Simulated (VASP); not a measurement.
A run of VASP 6.6.1:

INCAR

```
SYSTEM = BN
ALGO = Normal ; EDIFF = 1E-8
ENCUT = 520 ; GGA = CA
IBRION = 8 ; ISIF = 2
ISMEAR = 0 ; LASPH = .TRUE.
LCHARG = .TRUE. ; LEPSILON = .TRUE.
LREAL = .FALSE. ; LWAVE = .FALSE.
NELM = 80 ; NSW = 1
PREC = Accurate ; SIGMA = 0.01
```

KPOINTS

```
k-points
0
G
  12 12 12
  0 0 0
```

The input POSCAR:

```
BN
1.0
    0.0000000000      1.7512340105      1.7512340105
    1.7512340105      0.0000000000      1.7512340105
    1.7512340105      1.7512340105      0.0000000000
B N
1 1
Direct
    0.0000000000      0.0000000000      0.0000000000
    0.7500000000      0.7500000000      0.7500000000
```

Potentials or basis: VASP PAW LDA potentials, release 64 (B, N).

Launch:

```bash
$ cat potpaw_LDA.64/B/POTCAR potpaw_LDA.64/N/POTCAR > POTCAR
$ mpirun -np 1 vasp_std > vasp.out
```

Hardware: 1 thread of Intel Xeon 8259CL (shared host).

Problem. Estimate the wall time of this run.

Solution. Wall time 3.3 min on 1 thread of Intel Xeon 8259CL, with other jobs on the host, peak memory 0.17 GiB. Counts: scf iterations 104, k points 72.
